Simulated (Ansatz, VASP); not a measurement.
## SnS: VASP beside Ansatz

File POSCAR:

```
SnS
1.0
    4.1588265200      0.0000000000      0.0000000000
    0.0000000000     11.2614304900      0.0000000000
    0.0000000000      0.0000000000      4.0412729900
S Sn
4 4
Direct
    0.4810000000      0.8499000000      0.2500000000
    0.5190000000      0.1501000000      0.7500000000
    0.9810000000      0.6501000000      0.7500000000
    0.0190000000      0.3499000000      0.2500000000
    0.0765000000      0.1232000000      0.2500000000
    0.9235000000      0.8768000000      0.7500000000
    0.5765000000      0.3768000000      0.7500000000
    0.4235000000      0.6232000000      0.2500000000
```

File INCAR.step1:

```
ALGO = Normal
EDIFF = 1E-5
ENCUT = 550
GGA = PE
GGA_COMPAT = F
ISMEAR = -1
LASPH = T
LCHARG = F
LREAL = F
LWAVE = T
NBANDS = 50
NELM = 120
PREC = Accurate
SIGMA = 0.1
```

INCAR.step2

```
ALGO = Normal
EDIFF = 1E-6
ENCUT = 550
GGA_COMPAT = F
ISIF = 2
ISMEAR = -1
ISTART = 1
LASPH = T
LCHARG = T
LELF = T
LMIXTAU = T
LREAL = F
LVHAR = T
LWAVE = F
METAGGA = R2SCAN
NBANDS = 50
NELM = 120
PREC = Accurate
SIGMA = 0.1
```

The input KPOINTS:

```
k-points
0
Gamma
  6 3 6
```

Input for Ansatz:

```yaml
crystal:
  lattice:
    - [4.15882652, 0.0, 0.0]
    - [0.0, 11.26143049, 0.0]
    - [0.0, 0.0, 4.04127299]
  atoms:
    - { symbol: S, position: [0.481, 0.8499, 0.25] }
    - { symbol: S, position: [0.519, 0.1501, 0.75] }
    - { symbol: S, position: [0.981, 0.6501, 0.75] }
    - { symbol: S, position: [0.019, 0.3499, 0.25] }
    - { symbol: Sn, position: [0.0765, 0.1232, 0.25] }
    - { symbol: Sn, position: [0.9235, 0.8768, 0.75] }
    - { symbol: Sn, position: [0.5765, 0.3768, 0.75] }
    - { symbol: Sn, position: [0.4235, 0.6232, 0.25] }
  symmetry: { tolerance: 0.0003 }
kpoints:
  mp_grid: { grid: [6, 3, 6], shift: [0, 0, 0] }
  band_path:
    path:
      - [0.0, 0.0, 0.0]
      - [0.0, 0.5, 0.0]
      - [0.0, 0.5, 0.5]
      - [0.0, 0.0, 0.5]
      - [0.0, 0.0, 0.0]
      - [0.5, 0.0, 0.0]
      - [0.5, 0.5, 0.0]
      - [0.5, 0.5, 0.5]
      - [0.5, 0.0, 0.5]
      - [0.5, 0.0, 0.0]
      - [0.0, 0.5, 0.0]
    npoints: 6
magnetization:
  spin_polarized: false
scf:
  occupations: { method: fermi_dirac }
  lower_state_search: "off"
  max_iter: 200
hamiltonian:
  pseudopotentials: { kind: paw }
  xc: r2scan
basis:
  ecutwfc: 500
  fft_grid_basis: typed
output:
  forces: true
  stress: true
  eigenvalues: true
  bader: true
  populations: true
  elf: true
  write_potential: true
  volumetric_format: npy
  dos:
    e_range: [-12, 8]
    de: 0.05
    projected: { site_lists: { S: [S], Sn: [Sn] } }
checkpoint:
  read: saved_state
```

Alike in both runs: task single point; functional r2SCAN; k mesh 6 × 3 × 6; no spin polarisation.

```csv
,VASP,Ansatz
version,VASP 6.6.1,Ansatz 0.2.0
potentials or method,"VASP PAW PBE potentials, release 64 (S, Sn_d), cutoff 550 eV",PAW plane waves
occupations,"fermi-dirac, width 0.1 eV",fermi-dirac
valence electrons in the cell,80,80
```

Ansatz gave:

* pressure (GPa): 1.7
* traceless stress, the component that is largest in VASP (GPa): 1.19
* rms of the force components (eV/Å): 0.118

Task: Estimate VASP's values.

Result: Pressure (GPa): 1.7; traceless stress, the component that is largest in VASP (GPa): 1.16; rms of the force components (eV/Å): 0.115.

VASP's potentials were made for PBE, not for r2SCAN. Atom by atom the forces differ by 0.005 eV/Å (rms over components).
